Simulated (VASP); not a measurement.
Runs of VASP 6.6.1 on Pd. The structure is that of space group Fm-3m (No. 225), or close to it. The cells are those of the table. 

| cell | gap on the mesh (eV) | pressure (GPa) | moment (μB) |
| --- | --- | --- | --- |
| a = 2.751 Å, angles 60.0°, 1 atom | none | -8.0 | 0.00 |
| a = 2.602 Å, angles 60.0°, 1 atom | none | (a) | 0.00 |
| a = 2.716 Å, angles 60.0°, 1 atom | none | (b) | 0.00 |
| a = 2.641 Å, angles 60.0°, 1 atom | none | 23.7 | 0.00 |
| a = 2.679 Å, angles 60.0°, 1 atom | none | 10.4 | 0.00 |

Alike in all rows: task single point; level LDA; potentials or basis VASP PAW LDA potentials, release 64 (Pd); spin collinear; k mesh 23 × 23 × 23; cutoff (eV) 520; smearing fermi-dirac 0.05 eV.

Problem. Estimate the missing entries.

Solution. (a) 40.8; (b) 0.0.

Caveats: the cell stands under pressure (at least some runs); the cell stands under tension (at least some runs).

A k mesh can miss the band edges, and the runs leave out spin-orbit coupling on Pd.

A gap of «none» marks levels without a gap at the run's occupations.
